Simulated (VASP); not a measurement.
# BN (zincblende type) (F-43m) in VASP: a series of runs

The runs below take BN (zincblende type) through single point, with PBE.

Program: VASP 6.6.1. These are calculated values, not measurements. Logs are shortened: lines on timing, memory, paths and dates and some standing lists are left out, and cuts for length are marked.

### Step 1. The cell of the first run

Symmetry: F-43m, No. 216, cubic system. The conventional cell has a = 3.473 Å, b = 3.473 Å, c = 3.473 Å, α = 90.00°, β = 90.00°, γ = 90.00°. B (site symmetry -43m) has 4 N at 1.50 Å within 2.0 Å. Within 2.0 Å of N (site symmetry -43m) lie 4 B at 1.50 Å.

### Step 2. Single point, PBE (volume scaled by 0.88)

File INCAR:

```
SYSTEM = BN
PREC = Accurate
ENCUT = 520
EDIFF = 1E-7
ISMEAR = -1
SIGMA = 0.05
LREAL = .False.
LASPH = .True.
NELM = 100
ALGO = Normal
ISIF = 2
LWAVE = .False.
LCHARG = .False.
GGA = PE
NBANDS = 11
```

File KPOINTS:

```
regular mesh
0
Gamma
  15 15 15
  0 0 0
```

File POSCAR:

```
BN
1.0
    0.0000000000      1.7367477944      1.7367477944
    1.7367477944      0.0000000000      1.7367477944
    1.7367477944      1.7367477944      0.0000000000
B N
1 1
Direct
    0.0000000000      0.0000000000      0.0000000000
    0.2500000000      0.2500000000      0.2500000000
```

Potentials or basis: VASP PAW PBE potentials, release 64 (B, N).

The run is started by

```console
cat potpaw_PBE.64/B/POTCAR potpaw_PBE.64/N/POTCAR > POTCAR
mpirun -np 1 vasp_std > vasp.out
```

OUTCAR:

```text
SYSTEM = BN
   PREC = Accurate
   ENCUT = 520
   EDIFF = 1E-7
   ISMEAR = -1
   LREAL = .False.
   LASPH = .True.
   NELM = 100
   ISIF = 2
   GGA = PE

 ion  position               nearest neighbor table
   1  0.000  0.000  0.000-   2 1.50   2 1.50   2 1.50   2 1.50
   2  0.250  0.250  0.250-   1 1.50   1 1.50   1 1.50   1 1.50

  LATTYP: Found a face centered cubic cell.
 ALAT       =     3.4734955888

  Lattice vectors:

 A1 = (   0.0000000000,   1.7367477944,   1.7367477944)
 A2 = (   1.7367477944,   0.0000000000,   1.7367477944)
 A3 = (   1.7367477944,   1.7367477944,   0.0000000000)

Analysis of symmetry for initial positions (statically):
=====================================================================
 Subroutine PRICEL returns:
 Original cell was already a primitive cell.

 Routine SETGRP: Setting up the symmetry group for a
 face centered cubic supercell.

 Subroutine GETGRP returns: Found 24 space group operations
 (whereof 24 operations were pure point group operations)
 out of a pool of 48 trial point group operations.

The static configuration has the point symmetry T_d .

Analysis of symmetry for dynamics (positions and initial velocities):
=====================================================================
 Subroutine PRICEL returns:
 Original cell was already a primitive cell.

 Routine SETGRP: Setting up the symmetry group for a
 face centered cubic supercell.

 Subroutine GETGRP returns: Found 24 space group operations
 (whereof 24 operations were pure point group operations)
 out of a pool of 48 trial point group operations.

The dynamic configuration has the point symmetry T_d .

 Subroutine INISYM returns: Found 24 space group operations
 (whereof 24 operations are pure point group operations),
 and found     1 'primitive' translations

----------------------------------------------------------------------------------------

                                     Primitive cell

  volume of cell :      10.4771

  direct lattice vectors                    reciprocal lattice vectors
     0.000000000  1.736747794  1.736747794    -0.287894421  0.287894421  0.287894421
     1.736747794  0.000000000  1.736747794     0.287894421 -0.287894421  0.287894421
     1.736747794  1.736747794  0.000000000     0.287894421  0.287894421 -0.287894421

  length of vectors
     2.456132285  2.456132285  2.456132285     0.498647764  0.498647764  0.498647764

  position of ions in fractional coordinates (direct lattice)
     0.000000000  0.000000000  0.000000000
[... 80 lines left out ...]
   EDIFFG = 0.1E-05   stopping-criterion for IOM
   NSW    =      0    number of steps for IOM
   IBRION =     -1    ionic relax: 0-MD 1-quasi-New 2-CG
   NFREE  =      0    steps in history (QN), initial steepest desc. (CG)
   ISIF   =      2    stress and relaxation
   ISYM   =      2    0-nonsym 1-usesym 2-fastsym
   POTIM  = 0.5000    time-step for ionic-motion
   TEBEG  =    0.0;   TEEND  =   0.0 temperature during run
   PSTRESS=    0.0 pullay stress
   NELECT =       8.0000    total number of electrons
   NUPDOWN=      -1.0000    fix difference up-down
   EMIN   =  10.00;   EMAX   =-10.00  energy-range for DOS
   EFERMI =   0.00;   METHOD = LEGACY
   ISMEAR =    -1;   SIGMA  =   0.05  broadening in eV -4-tet -1-fermi 0-gaus
   EFERMI_NEDOS =   21; number of points for ismear=-14 and -15
   IALGO  =     38    algorithm
   IMIX   =      4    mixing-type and parameters
     AMIX     =   0.40;   BMIX     =  1.00
     AMIX_MAG =   1.60;   BMIX_MAG =  1.00
  volume/ion in A,a.u.               =       5.24        35.35
  Fermi-wavevector in a.u.,A,eV,Ry     =   1.496321  2.827636 30.463121  2.238976
  Thomas-Fermi vector in A             =   2.608352
   LORBIT       =      0    0 simple, 1 ext, 2 COOP (PROOUT), +10 PAW based schemes
   GGA     = PE    functional components
   LHFCALC =     F    Hartree Fock is set to
   AEXX    =    0.0000 exact exchange contribution
   IVDW    =     0    specifies the selected vdW correction
   LEPSILON=     F    determine dielectric tensor
   LRPA    =     F    only Hartree local field effects (RPA)
 non-spin polarized calculation
  energy-cutoff  :      520.00
  volume of cell :       10.48
 maximum number of plane-waves:       295
   NGX =  9   NGY =  9   NGZ =  9

 number of electron       7.9999997 magnetization

 Free energy of the ion-electron system (eV)
  ---------------------------------------------------
  ext. energy  EPLUGINS =         0.00000000
  ---------------------------------------------------
  free energy    TOTEN  =       -17.20251752 eV

  energy without entropy =      -17.20251752  energy(sigma->0) =      -17.20251752

 E-fermi :  10.0041     XC(G=0): -13.4235

 val. band max:        8.9521136738   @ k =   0.0000   0.0000   0.0000
 cond. band min:      13.5926804250   @ k =   0.4667   0.4667   0.0000
 fundamental gap:      4.6405667513
 Fermi energy:        10.0040605945

 k-point     1 :       0.0000    0.0000    0.0000
  band No.  band energies     occupation
      1     -12.7068      2.00000
      2       8.9521      2.00000
      3       8.9521      2.00000
      4       8.9521      2.00000
      5      18.3447      0.00000
      6      18.3447      0.00000
      7      18.3447      0.00000
      8      21.3211      0.00000
      9      36.0287      0.00000
     10      38.2267      0.00000
     11      38.2267      0.00000
[... 309 lines left out ...]
 k-point    24 :       0.2000    0.1333    0.0000
  band No.  band energies     occupation
      1     -11.6491      2.00000
      2       5.9082      2.00000
      3       6.9767      2.00000
      4       7.5052      2.00000
      5      17.5601      0.00000
      6      21.0537      0.00000
      7      21.1435      0.00000
      8      22.8106      0.00000
      9      29.4626      0.00000
     10      37.5506      0.00000
     11      38.2163      0.00000

 [... further k-points ...]
[... 5 lines left out ...]
  --------------------------------------------------------------------------------------
  -------------------------------------------------------------------------------------
  Total        3.9648540      3.9648540      3.9648540      0.0000000      0.0000000      0.0000000
  in kB      606.3138881    606.3138881    606.3138881      0.0000000      0.0000000      0.0000000
  external PRESSURE =     606.3138881 kB  Pullay stress =       0.0000000 kB

 VOLUME and BASIS-vectors are now :
 -----------------------------------------------------------------------------
  energy-cutoff  :      520.00
  volume of cell :       10.48
      direct lattice vectors                 reciprocal lattice vectors
     0.000000000  1.736747794  1.736747794    -0.287894421  0.287894421  0.287894421
     1.736747794  0.000000000  1.736747794     0.287894421 -0.287894421  0.287894421
     1.736747794  1.736747794  0.000000000     0.287894421  0.287894421 -0.287894421

 POSITION                                       TOTAL-FORCE (eV/Angst)
 -----------------------------------------------------------------------------------
      0.00000      0.00000      0.00000        -0.000000     -0.000000     -0.000000
      0.86837      0.86837      0.86837         0.000000      0.000000      0.000000
 -----------------------------------------------------------------------------------
    total drift:                                0.000000      0.000000     -0.000000

  FREE ENERGIE OF THE ION-ELECTRON SYSTEM (eV)
  ---------------------------------------------------
  free  energy   TOTEN  =       -17.2025175222 eV

  energy  without entropy=      -17.2025175222  energy(sigma->0) =      -17.20251752
```

Run time: 15 s. Hardware: 1 thread of AMD EPYC 7R13, shared host; peak memory 0.09 GiB.

What came out:

```
Free energy            : -17.2025 eV
Pressure               : 60.6 GPa
Band gap on the k mesh : 4.64 eV, indirect (least direct gap 9.39 eV)
```

 A k mesh can miss the band edges.

### Step 3. Single point, PBE (volume scaled by 0.88)

File INCAR:

```
PREC = Accurate ; ENCUT = 520
EDIFF = 1E-7 ; ISMEAR = -1
SIGMA = 0.05 ; LREAL = False
LASPH = True ; NELM = 60
ALGO = Normal ; ISIF = 2
LWAVE = False ; LCHARG = False
GGA = PE ; NBANDS = 11
```

File KPOINTS:

```
Automatic mesh
0
Gamma
  15 15 15
```

POSCAR is that of step 2.

Potentials or basis: VASP PAW PBE potentials, release 64 (B, N).

The run is started by

```console
cat potpaw_PBE.64/B/POTCAR potpaw_PBE.64/N/POTCAR > POTCAR
mpirun -np 1 vasp_std > vasp.out
```

It took 16 s on 1 thread of AMD EPYC 7R13, shared host; peak memory 0.09 GiB.

The run converged. Its results:

```yaml
Free_energy: -17.2025 eV
Pressure: 60.6 GPa
Band_gap_on_the_k_mesh: 4.64 eV, indirect (least direct gap 9.39 eV)
```

Levels at points of the mesh, in eV from the valence-band top:
| k point | band 1 | band 2 | band 3 | band 4 | band 5 | band 6 | band 7 | band 8 | band 9 |
| --- | --- | --- | --- | --- | --- | --- | --- | --- | --- |
| (0.00, 0.00, 0.00) | -21.66 | 0.00 | 0.00 | 0.00 | 9.39 | 9.39 | 9.39 | 12.37 | 27.08 |
